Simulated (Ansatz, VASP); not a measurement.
# MoS2 in VASP and in Ansatz

```xyz
6
Lattice="3.1808 0.0000 0.0000 -1.5904 2.7547 0.0000 0.0000 0.0000 12.2146" Properties=species:S:1:pos:R:3 pbc="T T T"
Mo    1.5904    0.9182    3.0489
Mo    0.0000    1.8364    9.1657
S     0.0000    1.8364    4.6060
S     1.5904    0.9182   10.7226
S     0.0000    1.8364    1.4920
S     1.5904    0.9182    7.6086
```

Change from the starting cell: equal strain along all axes, cell held, atoms relaxed: +1.0 %.

Alike in both runs: functional PBE; dispersion D3(BJ); k mesh 12 × 12 × 4; occupations gaussian, width 0.02 eV; no spin polarisation.

Ansatz relaxed the structure, and its values are those at the end. VASP's run is a single point on that final structure, the one shown.

|  | VASP | Ansatz |
| --- | --- | --- |
| version | VASP 6.6.1 | Ansatz 0.2.0 |
| potentials or method | VASP PAW PBE potentials, release 64 (Mo_sv, S), cutoff 520 eV | scalar-relativistic, plane waves, PAW |
| valence electrons in the cell | 52 | 52 |

Ansatz gave:

| Quantity | Value |
| --- | --- |
| gap on the k mesh at the Fermi level (eV) | 0.84 |
| least direct gap on the mesh (eV) | 1.60 |
| pressure (GPa) | -2.1 |
| rms of the force components (eV/Å) | 0.002 |

Which values does VASP return?

gap on the k mesh at the Fermi level (eV): 0.85; least direct gap on the mesh (eV): 1.61; pressure (GPa): -2.2; rms of the force components (eV/Å): 0.005.

Ansatz's warnings: stress scf threshold loose.
